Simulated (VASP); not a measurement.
# Ru (Im-3m) in VASP: a series of runs

The runs below take Ru through single point, relaxation of cell and atoms, with PBE.

All numbers are computed with VASP 6.6.1; they aren't measurements. Logs are shortened: lines on timing, memory, paths and dates and some standing lists are left out, and cuts for length are marked.

## 1. The cell of the first run

The structure is cubic, space group Im-3m (No. 229). Conventional cell: a = 3.053 Å, b = 3.053 Å, c = 3.053 Å, α = 90.00°, β = 90.00°, γ = 90.00°. Ru (site symmetry m-3m) has 14 Ru at 2.64 to 3.05 Å within 3.5 Å.

## 2. Single point, PBE

INCAR reads:

```
PREC = Accurate ; ENCUT = 520
EDIFF = 1E-7 ; ISMEAR = -1
SIGMA = 0.05 ; LREAL = False
LASPH = True ; NELM = 80
ALGO = Normal ; ISIF = 2
LWAVE = False ; LCHARG = True
GGA = PE ; LELF = True
LVHAR = True ; NBANDS = 13
```

KPOINTS reads:

```
regular mesh
0
Gamma
  19 19 19
```

POSCAR reads:

```
Ru
1.0
   -1.5267235061      1.5267235061      1.5267235061
    1.5267235061     -1.5267235061      1.5267235061
    1.5267235061      1.5267235061     -1.5267235061
Ru
1
Direct
    0.0000000000      0.0000000000      0.0000000000
```

Potentials or basis: VASP PAW PBE potentials, release 64 (Ru_pv).

Launch:

```console
$ cat potpaw_PBE.64/Ru_pv/POTCAR > POTCAR
$ mpirun -np 1 vasp_std > vasp.out
```

OUTCAR:

```text
PREC = Accurate
   ENCUT = 520
   EDIFF = 1E-7
   ISMEAR = -1
   LREAL = False
   LASPH = True
   NELM = 80
   ISIF = 2
   GGA = PE

 ion  position               nearest neighbor table
   1  0.000  0.000  0.000-

  LATTYP: Found a body centered cubic cell.
 ALAT       =     3.0534470122

  Lattice vectors:

 A1 = (  -1.5267235061,   1.5267235061,   1.5267235061)
 A2 = (   1.5267235061,  -1.5267235061,   1.5267235061)
 A3 = (   1.5267235061,   1.5267235061,  -1.5267235061)

Analysis of symmetry for initial positions (statically):
=====================================================================
 Subroutine PRICEL returns:
 Original cell was already a primitive cell.

 Routine SETGRP: Setting up the symmetry group for a
 body centered cubic supercell.

 Subroutine GETGRP returns: Found 48 space group operations
 (whereof 48 operations were pure point group operations)
 out of a pool of 48 trial point group operations.

The static configuration has the point symmetry O_h .

Analysis of symmetry for dynamics (positions and initial velocities):
=====================================================================
 Subroutine PRICEL returns:
 Original cell was already a primitive cell.

 Routine SETGRP: Setting up the symmetry group for a
 body centered cubic supercell.

 Subroutine GETGRP returns: Found 48 space group operations
 (whereof 48 operations were pure point group operations)
 out of a pool of 48 trial point group operations.

The dynamic configuration has the point symmetry O_h .

 Subroutine INISYM returns: Found 48 space group operations
 (whereof 48 operations are pure point group operations),
 and found     1 'primitive' translations

----------------------------------------------------------------------------------------

                                     Primitive cell

  volume of cell :      14.2345

  direct lattice vectors                    reciprocal lattice vectors
    -1.526723506  1.526723506  1.526723506     0.000000000  0.327498724  0.327498724
     1.526723506 -1.526723506  1.526723506     0.327498724  0.000000000  0.327498724
     1.526723506  1.526723506 -1.526723506     0.327498724  0.327498724  0.000000000

  length of vectors
     2.644362682  2.644362682  2.644362682     0.463153137  0.463153137  0.463153137

  position of ions in fractional coordinates (direct lattice)
     0.000000000  0.000000000  0.000000000

  ion indices of the primitive-cell ions
   primitive index   ion index
                 1           1

----------------------------------------------------------------------------------------

 KPOINTS: regular mesh

Automatic generation of k-mesh.
 Grid dimensions read from file:
 generate k-points for:   19   19   19

 Generating k-lattice:

  Cartesian coordinates                     Fractional coordinates (reciprocal lattice)
     0.000000000  0.017236775  0.017236775     0.052631579  0.000000000  0.000000000
     0.017236775  0.000000000  0.017236775     0.000000000  0.052631579  0.000000000
     0.017236775  0.017236775  0.000000000     0.000000000  0.000000000  0.052631579

  Length of vectors
     0.024376481  0.024376481  0.024376481

  Shift w.r.t. Gamma in fractional coordinates (k-lattice)
     0.000000000  0.000000000  0.000000000

 Subroutine IBZKPT returns following result:
 ===========================================

 Found    220 irreducible k-points:

 Following reciprocal coordinates:
            Coordinates               Weight
  0.000000  0.000000  0.000000      1.000000
  0.052632  0.000000  0.000000     12.000000
  0.105263  0.000000  0.000000     12.000000
  0.157895  0.000000  0.000000     12.000000
  0.210526  0.000000  0.000000     12.000000
  0.263158  0.000000  0.000000     12.000000
[... 16 lines left out ...]
  0.263158  0.105263  0.000000     48.000000
  0.315789  0.105263  0.000000     48.000000
 [... further k-points ...]
   k-points           NKPTS =    220   k-points in BZ     NKDIM =    220   number of bands    NBANDS=     13
   number of dos      NEDOS =    301   number of ions     NIONS =      1
   total plane-waves  NPLWV =   8000
   dimension x,y,z NGX =    20 NGY =   20 NGZ =   20
   dimension x,y,z NGXF=    40 NGYF=   40 NGZF=   40
   ions per type =               1
   NGX,Y,Z   is equivalent  to a cutoff of  12.57, 12.57, 12.57 a.u.
   NGXF,Y,Z  is equivalent  to a cutoff of  25.15, 25.15, 25.15 a.u.
 SYSTEM =  unknown system
   PREC   = accura    normal or accurate (medium, high low for compatibility)
   ISTART =      0    job   : 0-new  1-cont  2-samecut
   ICHARG =      2    charge: 1-file 2-atom 10-const
   ISPIN  =      1    spin polarized calculation?
   LNONCOLLINEAR =      F non collinear calculations
   LSORBIT =      F    spin-orbit coupling
   LASPH  =      T    aspherical Exc in radial PAW
   ENCUT  =  520.0 eV  38.22 Ry    6.18 a.u.   4.92  4.92  4.92*2*pi/ulx,y,z
   NELM   =     80;   NELMIN=  2; NELMDL= -5     # of ELM steps
   EDIFF  = 0.1E-06   stopping-criterion for ELM
   LREAL  =      F    real-space projection
   EDIFFG = 0.1E-05   stopping-criterion for IOM
   NSW    =      0    number of steps for IOM
   IBRION =     -1    ionic relax: 0-MD 1-quasi-New 2-CG
   NFREE  =      0    steps in history (QN), initial steepest desc. (CG)
   ISIF   =      2    stress and relaxation
   ISYM   =      2    0-nonsym 1-usesym 2-fastsym
   POTIM  = 0.5000    time-step for ionic-motion
   TEBEG  =    0.0;   TEEND  =   0.0 temperature during run
   PSTRESS=    0.0 pullay stress
   NELECT =      14.0000    total number of electrons
   NUPDOWN=      -1.0000    fix difference up-down
   EMIN   =  10.00;   EMAX   =-10.00  energy-range for DOS
   EFERMI =   0.00;   METHOD = LEGACY
   ISMEAR =    -1;   SIGMA  =   0.05  broadening in eV -4-tet -1-fermi 0-gaus
   EFERMI_NEDOS =   21; number of points for ismear=-14 and -15
   IALGO  =     38    algorithm
   IMIX   =      4    mixing-type and parameters
     AMIX     =   0.40;   BMIX     =  1.00
     AMIX_MAG =   1.60;   BMIX_MAG =  1.00
  volume/ion in A,a.u.               =      14.23        96.06
  Fermi-wavevector in a.u.,A,eV,Ry     =   1.628060  3.076588 36.063329  2.650580
  Thomas-Fermi vector in A             =   2.720753
   LORBIT       =      0    0 simple, 1 ext, 2 COOP (PROOUT), +10 PAW based schemes
   GGA     = PE    functional components
   LHFCALC =     F    Hartree Fock is set to
   AEXX    =    0.0000 exact exchange contribution
   IVDW    =     0    specifies the selected vdW correction
   LEPSILON=     F    determine dielectric tensor
   LRPA    =     F    only Hartree local field effects (RPA)
 non-spin polarized calculation
  energy-cutoff  :      520.00
  volume of cell :       14.23
 maximum number of plane-waves:       396
   NGX =  9   NGY =  9   NGZ =  9

 number of electron      14.0000005 magnetization

 Free energy of the ion-electron system (eV)
  ---------------------------------------------------
  ext. energy  EPLUGINS =         0.00000000
  ---------------------------------------------------
  free energy    TOTEN  =        -8.61531220 eV

  energy without entropy =       -8.59819811  energy(sigma->0) =       -8.60675515

 E-fermi :  12.1625     XC(G=0): -13.8165

 val. band max:       12.1502851958   @ k =   0.2105   0.0000   0.0000
 cond. band min:      12.1639204029   @ k =   0.3158   0.2105   0.0526
 fundamental gap:      0.0136352071
 Fermi energy:        12.1625067107

 k-point     1 :       0.0000    0.0000    0.0000
  band No.  band energies     occupation
      1     -30.4039      2.00000
      2     -30.4039      2.00000
      3     -30.4039      2.00000
      4       4.2897      2.00000
      5       9.4228      2.00000
      6       9.4228      2.00000
      7       9.4228      2.00000
      8      12.0649      1.75124
      9      12.0649      1.75124
     10      22.7191      0.00000
     11      29.2844      0.00000
     12      29.2844      0.00000
     13      29.2844      0.00000

 k-point     2 :       0.0526    0.0000    0.0000
  band No.  band energies     occupation
      1     -30.4302      2.00000
      2     -30.4123      2.00000
      3     -30.4039      2.00000
      4       4.4097      2.00000
      5       9.3681      2.00000
      6       9.4198      2.00000
      7       9.5247      2.00000
      8      11.9920      1.93609
      9      12.0682      1.73664
     10      22.7191      0.00000
     11      29.3496      0.00000
     12      29.4093      0.00000
     13      29.4694      0.00000

 k-point     3 :       0.1053    0.0000    0.0000
  band No.  band energies     occupation
      1     -30.5058      2.00000
      2     -30.4367      2.00000
      3     -30.4041      2.00000
      4       4.7556      2.00000
      5       9.2134      2.00000
      6       9.4028      2.00000
      7       9.8259      2.00000
      8      11.8178      1.99798
      9      12.0801      1.67733
     10      22.7191      0.00000
     11      29.4837      0.00000
     12      29.6748      0.00000
     13      30.0111      0.00000

 k-point     4 :       0.1579    0.0000    0.0000
  band No.  band energies     occupation
      1     -30.6214      2.00000
      2     -30.4743      2.00000
      3     -30.4044      2.00000
      4       5.2774      2.00000
      5       8.9836      2.00000
      6       9.3668      2.00000
      7      10.3128      2.00000
      8      11.6494      1.99993
      9      12.1057      1.51379
     10      22.7190      0.00000
     11      29.4908      0.00000
     12      29.7563      0.00000
     13      30.8725      0.00000

 k-point     5 :       0.2105    0.0000    0.0000
  band No.  band energies     occupation
      1     -30.7634      2.00000
      2     -30.5207      2.00000
      3     -30.4048      2.00000
      4       5.8617      2.00000
      5       8.7119      2.00000
      6       9.3768      2.00000
      7      10.9613      2.00000
      8      11.5834      1.99998
      9      12.1503      1.12161
     10      22.7190      0.00000
     11      29.1219      0.00000
     12      29.2395      0.00000
     13      31.9971      0.00000
[... 257 lines left out ...]
 k-point    22 :       0.2105    0.1053   -0.0000
  band No.  band energies     occupation
      1     -30.9410      2.00000
      2     -30.5747      2.00000
      3     -30.4393      2.00000
      4       6.6122      2.00000
      5       8.4844      2.00000
      6       9.1475      2.00000
      7      11.4470      2.00000
      8      12.2371      0.36705
      9      12.4843      0.00320
     10      22.7189      0.00000
     11      27.9915      0.00000
     12      28.5000      0.00000
     13      32.5051      0.00000

 k-point    23 :       0.2632    0.1053    0.0000
  band No.  band energies     occupation
      1     -31.0666      2.00000
      2     -30.6314      2.00000
      3     -30.4413      2.00000
      4       6.7535      2.00000
      5       8.2345      2.00000
      6       9.6558      2.00000
      7      11.6011      1.99997
      8      12.4719      0.00410
      9      13.3277      0.00000
     10      22.7187      0.00000
     11      26.3742      0.00000
     12      27.6505      0.00000
     13      32.1478      0.00000

 k-point    24 :       0.3158    0.1053    0.0000
  band No.  band energies     occupation
      1     -31.1731      2.00000
      2     -30.6810      2.00000
      3     -30.4426      2.00000
      4       6.6629      2.00000
      5       8.0363      2.00000
      6      10.3735      2.00000
      7      11.8125      1.99818
      8      12.6175      0.00022
      9      14.3274      0.00000
     10      22.7181      0.00000
     11      24.6654      0.00000
     12      26.8723      0.00000
     13      30.9518      0.00000

 [... further k-points ...]

------------------------ aborting loop because EDIFF is reached ----------------------------------------

  FORCE on cell =-STRESS in cart. coord.  units (eV):
  Direction    XX          YY          ZZ          XY          YZ          ZX
  --------------------------------------------------------------------------------------
  -------------------------------------------------------------------------------------
  Total       -0.0104292     -0.0104292     -0.0104292     -0.0000000     -0.0000000     -0.0000000
  in kB       -1.1738733     -1.1738733     -1.1738733     -0.0000000     -0.0000000     -0.0000000
  external PRESSURE =      -1.1738733 kB  Pullay stress =       0.0000000 kB

 VOLUME and BASIS-vectors are now :
 -----------------------------------------------------------------------------
  energy-cutoff  :      520.00
  volume of cell :       14.23
      direct lattice vectors                 reciprocal lattice vectors
    -1.526723506  1.526723506  1.526723506     0.000000000  0.327498724  0.327498724
     1.526723506 -1.526723506  1.526723506     0.327498724  0.000000000  0.327498724
     1.526723506  1.526723506 -1.526723506     0.327498724  0.327498724  0.000000000

 POSITION                                       TOTAL-FORCE (eV/Angst)
 -----------------------------------------------------------------------------------
      0.00000      0.00000      0.00000         0.000000     -0.000000      0.000000
 -----------------------------------------------------------------------------------
    total drift:                                0.000000     -0.000000      0.000000

  FREE ENERGIE OF THE ION-ELECTRON SYSTEM (eV)
  ---------------------------------------------------
  free  energy   TOTEN  =        -8.6153121995 eV

  energy  without entropy=       -8.5981981095  energy(sigma->0) =       -8.60675515
```

It took 40 s on 1 thread of AMD EPYC 9R45 (Zen 5), shared host; peak memory 0.11 GiB.

Results:

```
Free energy            : -8.6153 eV
Pressure               : -0.1 GPa
Band gap on the k mesh : zero (band 7 reaches 13.81 eV, above the bottom of band 8 at 10.32 eV)
```

Levels at points of the mesh, in eV from the Fermi level:
```
           k point  band 4  band 5  band 6  band 7  band 8  band 9  band 10  band 11
(0.00, 0.00, 0.00)   -7.87   -2.74   -2.74   -2.74   -0.10   -0.10    10.56    17.12
```

## 3. Single point, PBE

This run uses another cell than the first one, of 14.64 Å³/atom, 1.029 times its volume.

INCAR reads:

```
  ALGO = Normal
  EDIFF = 1E-6
  ENCUT = 520
  GGA = PE
  ISIF = 2
  ISMEAR = -1
  LASPH = True
  LCHARG = False
  LREAL = False
  LWAVE = False
  NBANDS = 13
  NELM = 80
  PREC = Accurate
  SIGMA = 0.05
```

KPOINTS reads:

```
k-points
0
Gamma
  19 19 19
```

POSCAR reads:

```
Ru
1.0
   -1.5411390742      1.5411390742      1.5411390742
    1.5411390742     -1.5411390742      1.5411390742
    1.5411390742      1.5411390742     -1.5411390742
Ru
1
Direct
    0.0000000000      0.0000000000      0.0000000000
```

Potentials or basis: VASP PAW PBE potentials, release 64 (Ru_pv).

Launch:

```console
$ cat potpaw_PBE.64/Ru_pv/POTCAR > POTCAR
$ mpirun -np 1 vasp_std > vasp.out
```

Wall time 35 s (1 thread of AMD EPYC 9R45 (Zen 5), shared host); peak memory 0.12 GiB.

It converged, with:

```yaml
Free_energy: -8.6056 eV
Pressure: -7.5 GPa
Band_gap_on_the_k_mesh: zero (band 7 reaches 13.24 eV, above the bottom of band 8 at 9.93 eV)
```

Levels at points of the mesh, in eV from the Fermi level:
```tsv
k point	band 3	band 4	band 5	band 6	band 7	band 8	band 9	band 10	band 11	band 12
(0.00, 0.00, 0.00)	-42.55	-7.70	-2.63	-2.63	-2.63	-0.09	-0.09	10.60	17.09	17.09
```

(Part 1 of 2 ends here.)
